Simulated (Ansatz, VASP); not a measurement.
# AlN in VASP and in Ansatz

```
Al N
1.0
     0.00000    1.96900    1.96900
     1.96900    0.00000    1.96900
     1.96900    1.96900    0.00000
Al N
1 1
Cartesian
  0.0000 0.0000 0.0000
  1.9690 1.9690 1.9690
```

Alike in both runs: task single point; functional PBEsol; k mesh 8 × 8 × 8; no spin polarisation.

|  | VASP | Ansatz |
| --- | --- | --- |
| version | VASP 6.6.1 | Ansatz 0.2.0 |
| potentials or method | VASP PAW PBE potentials, release 64 (Al, N) | plane waves, PAW |
| plane-wave cutoff (eV) | 520 | 420 |
| occupations | gaussian, width 0.01 eV | fixed |
| valence electrons in the cell | 8 | 8 |

```tsv
	VASP	Ansatz	Ansatz less VASP
gap on the k mesh at the Fermi level (eV)	4.99	4.99	0.000
```

VASP's potentials were made for PBE, not for PBEsol.
